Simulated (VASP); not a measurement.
# TlPdCl3 (Pm-3m) in VASP: a series of runs

TlPdCl3 is run at these levels: PBE; tasks: single point.

All numbers are computed with VASP 6.6.1; they aren't measurements. Logs are shortened: lines on timing, memory, paths and dates and some standing lists are left out, and cuts for length are marked.

### Step 1. The cell of the first run

It takes space group Pm-3m (No. 221, cubic). The conventional cell has a = 4.607 Å, b = 4.607 Å, c = 4.607 Å, α = 90.00°, β = 90.00°, γ = 90.00°. Tl (site symmetry m-3m) has 6 Cl at 2.30 Å within 3.0 Å. Pd (site symmetry m-3m) has 12 Cl at 3.26 Å and 8 Tl at 3.99 Å within 4.3 Å. Cl (site symmetry 4/mmm) has 2 Tl at 2.30 Å within 3.0 Å.

The cell was generated, and may not be a known phase.

### Step 2. Single point, PBE, collinear spin

Input file INCAR:

```
ALGO     = Normal         # electronic algorithm
EDIFF    = 1E-7           # SCF threshold, eV
ENCUT    = 520            # plane-wave cutoff, eV
GGA      = PE             # functional
ISIF     = 2              # what is computed and relaxed
ISMEAR   = 0              # smearing method
ISPIN    = 2              # spin polarisation
LASPH    = T              # aspherical terms in the spheres
LCHARG   = T              # write CHGCAR
LELF     = T              # ELF
LMAXMIX  = 4              # l up to which the mixer works
LORBIT   = 11             # projections on sites
LREAL    = F              # projectors in reciprocal space
LVHAR    = T            
LWAVE    = F              # write WAVECAR
MAGMOM   = 0 1 0 0 0      # initial moments
NBANDS   = 34             # bands
NELM     = 150            # most SCF steps
PREC     = Accurate       # precision mode
SIGMA    = 0.1            # smearing width, eV
```

Input file KPOINTS:

```
k-points
0
Gamma
  4 4 4
```

Input file POSCAR:

```
TlPdCl3
1.0
    4.6069915000      0.0000000000      0.0000000000
    0.0000000000      4.6069915000      0.0000000000
    0.0000000000      0.0000000000      4.6069915000
Tl Pd Cl
1 1 3
Direct
    0.5000000000      0.5000000000      0.5000000000
    0.0000000000      0.0000000000      0.0000000000
    0.0000000000      0.5000000000      0.5000000000
    0.5000000000      0.0000000000      0.5000000000
    0.5000000000      0.5000000000      0.0000000000
```

Potentials or basis: VASP PAW PBE potentials, release 64 (Tl_d, Pd, Cl).

Launch:

```
$ cat potpaw_PBE.64/Tl_d/POTCAR potpaw_PBE.64/Pd/POTCAR potpaw_PBE.64/Cl/POTCAR > POTCAR
$ mpirun -np 1 vasp_std > vasp.out
```

OUTCAR:

```text
EDIFF = 1E-7
   ENCUT = 520
   GGA = PE
   ISIF = 2
   ISMEAR = 0
   ISPIN = 2
   LASPH = T
   LORBIT = 11
   LREAL = F
   NELM = 150
   PREC = Accurate

 ion  position               nearest neighbor table
   1  0.500  0.500  0.500-   3 2.30   4 2.30   5 2.30   5 2.30   4 2.30   3 2.30
   2  0.000  0.000  0.000-
   3  0.000  0.500  0.500-   1 2.30   1 2.30
   4  0.500  0.000  0.500-   1 2.30   1 2.30
   5  0.500  0.500  0.000-   1 2.30   1 2.30

  LATTYP: Found a simple cubic cell.
 ALAT       =     4.6069915000

  Lattice vectors:

 A1 = (   4.6069915000,   0.0000000000,   0.0000000000)
 A2 = (   0.0000000000,   4.6069915000,   0.0000000000)
 A3 = (   0.0000000000,   0.0000000000,   4.6069915000)

Analysis of symmetry for initial positions (statically):
=====================================================================
 Subroutine PRICEL returns:
 Original cell was already a primitive cell.

 Routine SETGRP: Setting up the symmetry group for a
 simple cubic supercell.

 Subroutine GETGRP returns: Found 48 space group operations
 (whereof 48 operations were pure point group operations)
 out of a pool of 48 trial point group operations.

The static configuration has the point symmetry O_h .

Analysis of symmetry for dynamics (positions and initial velocities):
=====================================================================
 Subroutine PRICEL returns:
 Original cell was already a primitive cell.

 Routine SETGRP: Setting up the symmetry group for a
 simple cubic supercell.

 Subroutine GETGRP returns: Found 48 space group operations
 (whereof 48 operations were pure point group operations)
 out of a pool of 48 trial point group operations.

The dynamic configuration has the point symmetry O_h .

Analysis of structural, dynamic, and magnetic symmetry:
=====================================================================
 Subroutine PRICEL returns:
 Original cell was already a primitive cell.

 Routine SETGRP: Setting up the symmetry group for a
 simple cubic supercell.

 Subroutine GETGRP returns: Found 48 space group operations
 (whereof 48 operations were pure point group operations)
 out of a pool of 48 trial point group operations.

The overall configuration has the point symmetry O_h .

 Subroutine INISYM returns: Found 48 space group operations
 (whereof 48 operations are pure point group operations),
 and found     1 'primitive' translations

----------------------------------------------------------------------------------------

                                     Primitive cell

  volume of cell :      97.7805

  direct lattice vectors                    reciprocal lattice vectors
     4.606991500  0.000000000  0.000000000     0.217061395  0.000000000  0.000000000
     0.000000000  4.606991500  0.000000000     0.000000000  0.217061395  0.000000000
     0.000000000  0.000000000  4.606991500     0.000000000  0.000000000  0.217061395

  length of vectors
     4.606991500  4.606991500  4.606991500     0.217061395  0.217061395  0.217061395

  position of ions in fractional coordinates (direct lattice)
     0.500000000  0.500000000  0.500000000
     0.000000000  0.000000000  0.000000000
     0.000000000  0.500000000  0.500000000
     0.500000000  0.000000000  0.500000000
     0.500000000  0.500000000  0.000000000

  ion indices of the primitive-cell ions
   primitive index   ion index
                 1           1
                 2           2
                 3           3
                 4           4
                 5           5

----------------------------------------------------------------------------------------

 KPOINTS: k-points

Automatic generation of k-mesh.
 Grid dimensions read from file:
 generate k-points for:    4    4    4

 Generating k-lattice:

  Cartesian coordinates                     Fractional coordinates (reciprocal lattice)
     0.054265349  0.000000000  0.000000000     0.250000000  0.000000000  0.000000000
     0.000000000  0.054265349  0.000000000     0.000000000  0.250000000  0.000000000
     0.000000000  0.000000000  0.054265349     0.000000000  0.000000000  0.250000000

  Length of vectors
     0.054265349  0.054265349  0.054265349

  Shift w.r.t. Gamma in fractional coordinates (k-lattice)
     0.000000000  0.000000000  0.000000000

 Subroutine IBZKPT returns following result:
 ===========================================

 Found     10 irreducible k-points:

 Following reciprocal coordinates:
            Coordinates               Weight
  0.000000  0.000000  0.000000      1.000000
  0.250000  0.000000  0.000000      6.000000
  0.500000  0.000000  0.000000      3.000000
  0.250000  0.250000  0.000000     12.000000
  0.500000  0.250000  0.000000     12.000000
  0.500000  0.500000  0.000000      3.000000
  0.250000  0.250000  0.250000      8.000000
  0.500000  0.250000  0.250000     12.000000
  0.500000  0.500000  0.250000      6.000000
  0.500000  0.500000  0.500000      1.000000
   k-points           NKPTS =     10   k-points in BZ     NKDIM =     10   number of bands    NBANDS=     34
   number of dos      NEDOS =    301   number of ions     NIONS =      5
   total plane-waves  NPLWV =  46656
   dimension x,y,z NGX =    36 NGY =   36 NGZ =   36
   dimension x,y,z NGXF=    72 NGYF=   72 NGZF=   72
   ions per type =               1   1   3
   NGX,Y,Z   is equivalent  to a cutoff of  12.99, 12.99, 12.99 a.u.
   NGXF,Y,Z  is equivalent  to a cutoff of  25.98, 25.98, 25.98 a.u.
 SYSTEM =  unknown system
   PREC   = accura    normal or accurate (medium, high low for compatibility)
   ISTART =      0    job   : 0-new  1-cont  2-samecut
   ICHARG =      2    charge: 1-file 2-atom 10-const
   ISPIN  =      2    spin polarized calculation?
   LNONCOLLINEAR =      F non collinear calculations
   LSORBIT =      F    spin-orbit coupling
   LASPH  =      T    aspherical Exc in radial PAW
   ENCUT  =  520.0 eV  38.22 Ry    6.18 a.u.   8.57  8.57  8.57*2*pi/ulx,y,z
   NELM   =    150;   NELMIN=  2; NELMDL= -5     # of ELM steps
   EDIFF  = 0.1E-06   stopping-criterion for ELM
   LREAL  =      F    real-space projection
   EDIFFG = 0.1E-05   stopping-criterion for IOM
   NSW    =      0    number of steps for IOM
   IBRION =     -1    ionic relax: 0-MD 1-quasi-New 2-CG
   NFREE  =      0    steps in history (QN), initial steepest desc. (CG)
   ISIF   =      2    stress and relaxation
   ISYM   =      2    0-nonsym 1-usesym 2-fastsym
   POTIM  = 0.5000    time-step for ionic-motion
   TEBEG  =    0.0;   TEEND  =   0.0 temperature during run
   PSTRESS=    0.0 pullay stress
   NELECT =      44.0000    total number of electrons
   NUPDOWN=      -1.0000    fix difference up-down
   EMIN   =  10.00;   EMAX   =-10.00  energy-range for DOS
   EFERMI =   0.00;   METHOD = LEGACY
   ISMEAR =     0;   SIGMA  =   0.10  broadening in eV -4-tet -1-fermi 0-gaus
   EFERMI_NEDOS =   21; number of points for ismear=-14 and -15
   IALGO  =     38    algorithm
   IMIX   =      4    mixing-type and parameters
     AMIX     =   0.40;   BMIX     =  1.00
     AMIX_MAG =   1.60;   BMIX_MAG =  1.00
  volume/ion in A,a.u.               =      19.56       131.97
  Fermi-wavevector in a.u.,A,eV,Ry     =   1.254512  2.370685 21.412869  1.573802
  Thomas-Fermi vector in A             =   2.388314
   LORBIT       =     11    0 simple, 1 ext, 2 COOP (PROOUT), +10 PAW based schemes
   GGA     = PE    functional components
   LHFCALC =     F    Hartree Fock is set to
   AEXX    =    0.0000 exact exchange contribution
   IVDW    =     0    specifies the selected vdW correction
   LEPSILON=     F    determine dielectric tensor
   LRPA    =     F    only Hartree local field effects (RPA)
 spin polarized calculation
 Gauss-broadening in eV      SIGMA  =   0.10
  energy-cutoff  :      520.00
  volume of cell :       97.78
 maximum number of plane-waves:      2666
 NGX is ok and might be reduce to    36
   NGX = 17   NGY = 17   NGZ = 17

 number of electron      44.0000000 magnetization       1.0000000

 number of electron      44.0000012 magnetization      -0.2536896

 Free energy of the ion-electron system (eV)
  ---------------------------------------------------
  ext. energy  EPLUGINS =         0.00000000
  ---------------------------------------------------
  free energy    TOTEN  =        -8.99726695 eV

  energy without entropy =       -8.97652972  energy(sigma->0) =       -8.98689834

 E-fermi :   6.4718     XC(G=0): -10.3760

 val. band max:        6.4694402045   @ k =   0.5000   0.2500   0.0000
 cond. band min:       6.4829514767   @ k =   0.5000   0.5000   0.0000
 fundamental gap:      0.0135112722
 Fermi energy:         6.4717895839

 spin component 1

 k-point     1 :       0.0000    0.0000    0.0000
  band No.  band energies     occupation
      1     -12.0140      1.00000
      2     -11.0710      1.00000
      3     -11.0710      1.00000
      4      -6.2424      1.00000
      5      -6.2424      1.00000
      6      -6.2424      1.00000
[... 359 lines left out ...]
     33      15.3739      0.00000
     34      16.1303      0.00000
 Fermi energy:         6.4717895839

 spin component 2

 k-point     1 :       0.0000    0.0000    0.0000
  band No.  band energies     occupation
      1     -12.0160      1.00000
      2     -11.0727      1.00000
      3     -11.0727      1.00000
      4      -6.2392      1.00000
      5      -6.2392      1.00000
      6      -6.2392      1.00000
[... 359 lines left out ...]
     33      15.3750      0.00000
     34      16.1186      0.00000

------------------------ aborting loop because EDIFF is reached ----------------------------------------

  FORCE on cell =-STRESS in cart. coord.  units (eV):
  Direction    XX          YY          ZZ          XY          YZ          ZX
  --------------------------------------------------------------------------------------
  -------------------------------------------------------------------------------------
  Total       20.5387199     20.5387199     20.5387199      0.0000000      0.0000000     -0.0000000
  in kB      336.5361495    336.5361495    336.5361495      0.0000000      0.0000000     -0.0000000
  external PRESSURE =     336.5361495 kB  Pullay stress =       0.0000000 kB

 VOLUME and BASIS-vectors are now :
 -----------------------------------------------------------------------------
  energy-cutoff  :      520.00
  volume of cell :       97.78
      direct lattice vectors                 reciprocal lattice vectors
     4.606991500  0.000000000  0.000000000     0.217061395  0.000000000  0.000000000
     0.000000000  4.606991500  0.000000000     0.000000000  0.217061395  0.000000000
     0.000000000  0.000000000  4.606991500     0.000000000  0.000000000  0.217061395

 POSITION                                       TOTAL-FORCE (eV/Angst)
 -----------------------------------------------------------------------------------
      2.30350      2.30350      2.30350         0.000000      0.000000      0.000000
      0.00000      0.00000      0.00000         0.000000      0.000000      0.000000
      0.00000      2.30350      2.30350         0.000000      0.000000      0.000000
      2.30350      0.00000      2.30350         0.000000      0.000000      0.000000
      2.30350      2.30350      0.00000         0.000000      0.000000      0.000000
 -----------------------------------------------------------------------------------
    total drift:                                0.000000      0.000000      0.000000

  FREE ENERGIE OF THE ION-ELECTRON SYSTEM (eV)
  ---------------------------------------------------
  free  energy   TOTEN  =        -8.9972669504 eV

  energy  without entropy=       -8.9765297204  energy(sigma->0) =       -8.98689834

 total charge

# of ion       s       p       d       tot
------------------------------------------
    1        0.949   0.811   9.942  11.702
    2        0.097   0.060   8.904   9.061
    3        1.617   3.596   0.000   5.213
    4        1.617   3.596   0.000   5.213
    5        1.617   3.596   0.000   5.213
--------------------------------------------------
tot          5.897  11.660  18.847  36.404

 magnetization (x)

# of ion       s       p       d       tot
------------------------------------------
    1        0.006   0.002   0.000   0.008
    2        0.001  -0.000  -0.252  -0.251
    3       -0.000  -0.005   0.000  -0.005
    4       -0.000  -0.005   0.000  -0.005
    5       -0.000  -0.005   0.000  -0.005
--------------------------------------------------
tot          0.006  -0.013  -0.251  -0.258
```

It took 3.6 min on 1 thread of Intel Xeon 8259CL, shared host; peak memory 0.27 GiB.

What came out:

```yaml
Free_energy: -8.9973 eV
Pressure: 33.7 GPa
Net_moment: -0.25 μB per cell
Site_moments: Tl +0.01; Pd -0.25; Cl -0.01 μB
Valence_electrons_inside_the_program's_atomic_spheres: Tl 11.70; Pd 9.06; Cl 5.21
```

Levels at points of the mesh, in eV from the Fermi level:
Spin up:
```
           k point  band 19  band 20  band 21  band 22  band 23  band 24  band 25  band 26
(0.00, 0.00, 0.00)    -0.65    -0.65    -0.50    -0.50    -0.50     0.61     7.03     7.03
(0.50, 0.00, 0.00)    -0.39    -0.15    -0.01    -0.01     2.10     2.73     4.09     6.61
(0.50, 0.50, 0.00)    -0.33    -0.13     0.01     0.01     2.95     4.62     4.98     4.98
(0.50, 0.50, 0.50)    -0.47    -0.47    -0.30    -0.30     0.83     3.88     3.88     3.88
```
Spin down:
| k point | band 18 | band 19 | band 20 | band 21 | band 22 | band 23 | band 24 | band 25 | band 26 | band 27 |
| --- | --- | --- | --- | --- | --- | --- | --- | --- | --- | --- |
| (0.00, 0.00, 0.00) | -3.04 | -0.76 | -0.76 | -0.69 | -0.69 | -0.69 | 0.57 | 7.02 | 7.02 | 7.41 |
| (0.50, 0.00, 0.00) | -0.67 | -0.50 | -0.26 | -0.21 | -0.21 | 2.10 | 2.68 | 4.08 | 6.59 | 6.59 |
| (0.50, 0.50, 0.00) | -0.60 | -0.43 | -0.24 | -0.18 | -0.18 | 2.89 | 4.62 | 4.98 | 4.98 | 5.09 |
| (0.50, 0.50, 0.50) | -0.66 | -0.66 | -0.66 | -0.42 | -0.42 | 0.78 | 3.88 | 3.88 | 3.88 | 7.08 |

Caveat: the cell stands under pressure; a moment this small can come from the mesh or the smearing; spin-orbit coupling is left out, which moves the levels of the heavy elements.

### Step 3. Single point, PBE, collinear spin

This run uses another cell than the first one, of 30.26 Å³/atom.

Input file INCAR:

```
SYSTEM = TlPdCl3
PREC = Accurate
ENCUT = 520
EDIFF = 1E-6
ISMEAR = 0
SIGMA = 0.1
LREAL = .False.
LASPH = .True.
NELM = 150
ALGO = Normal
ISIF = 2
LWAVE = .False.
LCHARG = .False.
ISPIN = 2
MAGMOM = 0 1 0 0 0
LORBIT = 11
LMAXMIX = 4
GGA = PE
NBANDS = 34
```

Input file KPOINTS:

```
regular mesh
0
Gamma
  4 4 4
  0 0 0
```

Edit POSCAR of step 2 so:

```diff
@@ -2,5 +2,5 @@
 1.0
-    4.6069915000      0.0000000000      0.0000000000
-    0.0000000000      4.6069915000      0.0000000000
-    0.0000000000      0.0000000000      4.6069915000
+    5.3285514319      0.0000000000      0.0000000000
+    0.0000000000      5.3285514319      0.0000000000
+    0.0000000000      0.0000000000      5.3285514319
 Tl Pd Cl
```

Potentials or basis: VASP PAW PBE potentials, release 64 (Tl_d, Pd, Cl).

Launch:

```
$ cat potpaw_PBE.64/Tl_d/POTCAR potpaw_PBE.64/Pd/POTCAR potpaw_PBE.64/Cl/POTCAR > POTCAR
$ mpirun -np 1 vasp_std > vasp.out
```

It took 2.6 min on 1 thread of Intel Xeon 8259CL, shared host; peak memory 0.33 GiB.

The run converged. Its results:

```yaml
Free_energy: -12.8620 eV
Pressure: 0.4 GPa
Net_moment: 0.63 μB per cell
Site_moments: Tl -0.00; Pd +0.59; Cl +0.01 μB
Valence_electrons_inside_the_program's_atomic_spheres: Tl 11.09; Pd 8.83; Cl 5.08
```

Levels at points of the mesh, in eV from the Fermi level:
Spin up:
| k point | band 19 | band 20 | band 21 | band 22 | band 23 | band 24 | band 25 | band 26 |
| --- | --- | --- | --- | --- | --- | --- | --- | --- |
| (0.00, 0.00, 0.00) | -0.63 | -0.63 | -0.63 | -0.52 | -0.52 | 1.17 | 7.63 | 7.63 |
| (0.50, 0.00, 0.00) | -0.47 | -0.47 | -0.46 | -0.37 | 0.47 | 2.34 | 4.76 | 5.71 |
| (0.50, 0.50, 0.00) | -0.46 | -0.46 | -0.42 | -0.37 | 1.85 | 2.47 | 4.78 | 4.78 |
| (0.50, 0.50, 0.50) | -0.64 | -0.64 | -0.43 | -0.43 | 1.74 | 3.10 | 4.22 | 4.22 |
Spin down:
```tsv
k point	band 19	band 20	band 21	band 22	band 23	band 24	band 25	band 26
(0.00, 0.00, 0.00)	-0.28	-0.28	-0.14	-0.14	-0.14	1.30	7.73	7.73
(0.50, 0.00, 0.00)	-0.14	-0.13	0.00	0.00	0.47	2.48	4.81	5.71
(0.50, 0.50, 0.00)	-0.14	-0.13	0.01	0.01	1.86	2.63	4.79	4.79
(0.50, 0.50, 0.50)	-0.19	-0.15	-0.15	-0.15	1.89	3.10	4.23	4.23
```

Caveat: a moment this small can come from the mesh or the smearing; spin-orbit coupling is left out, which moves the levels of the heavy elements.
